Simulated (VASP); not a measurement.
C12Cl, 13 atoms in the cell. The cell holds a wire or tube with vacuum around it, 13 atoms: a = 4.933 Å, b = 8.872 Å, c = 20.291 Å, α = 90.00°, β = 90.00°, γ = 97.99°. 

| Item | Value |
| --- | --- |
| Program | VASP 6.6.1 |
| Task | relaxation of the atoms |
| Functional | PBE |
| Potentials or basis | VASP PAW PBE potentials, release 64 (C, Cl) |
| Cutoff | 520 eV |
| k mesh | 6 × 3 × 1 |
| Occupations | gaussian, width 0.1 eV |
| Spin | no spin polarisation |
| Dipole correction | yes |
| Atoms held fixed (from 0) | [0, 1, 2, 3, 4, 5, 6, 7, 8, 9, 10, 11] |
| Further INCAR settings | ALGO = Normal; EDIFF = 1e-07; NELMDL = -8; IBRION = 2; EDIFFG = -0.025; NSW = 36 |
| Atoms held along some axes (from 0) | atom 12 along a and b |

Potentials or basis: VASP PAW PBE potentials, release 64 (C, Cl).

Launch:

```console
$ cat potpaw_PBE.64/C/POTCAR potpaw_PBE.64/Cl/POTCAR > POTCAR
$ mpirun -np 4 vasp_std > vasp.out
```

Hardware: 4 MPI ranks on Intel(R) Xeon(R) Platinum 8488C (Sapphire Rapids) (shared host).

Estimate the wall time of this run.

It took 10 min on 4 MPI ranks on Intel(R) Xeon(R) Platinum 8488C (Sapphire Rapids), on a shared host, peak memory 1.1 GiB a rank. Counts: scf iterations 73, k points 10, ion steps 3.
